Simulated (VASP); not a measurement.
A run of VASP 6.6.1 is set up as follows.

Contents of INCAR:

```
PREC = Accurate
ENCUT = 600
EDIFF = 1E-6
ISMEAR = 0
SIGMA = 0.2
LREAL = False
LASPH = True
NELM = 120
ALGO = Normal
ISIF = 2
LWAVE = False
LCHARG = False
GGA = PE
NBANDS = 12
GGA_COMPAT = False
```

File KPOINTS:

```
Automatic mesh
0
Gamma
  5 5 8
```

Contents of POSCAR:

```
SiF
1.0
    3.2924585466      0.0000000000      0.0000000000
    0.0000000000      3.2924585466      0.0000000000
    0.0000000000      0.0000000000      2.5675907958
Si F
1 1
Direct
    0.0000000000      0.0000000000      0.5000000000
    0.5000000000      0.5000000000      0.0000000000
```

Potentials or basis: VASP PAW PBE potentials, release 64 (Si, F).

Command:

```console
$ cat potpaw_PBE.64/Si/POTCAR potpaw_PBE.64/F/POTCAR > POTCAR
$ mpirun -np 1 vasp_std > vasp.out
```

Problem. Predict the band gap on the k mesh.

Solution. Zero (an odd number of electrons rules out a gap without spin polarisation).

Problem. What does it give for the pressure?

Solution. -0.1 GPa.

Stress tensor (GPa, compression positive):
```
-0.25  0.00  0.00
 0.00 -0.25  0.00
 0.00  0.00  0.28
```

Caveat: the k points lie up to 0.38 Å⁻¹ apart, too coarse for converged energies and pressures of a metal; an odd number of electrons without spin polarisation forces a metal; a magnetic or distorted state may lie lower.
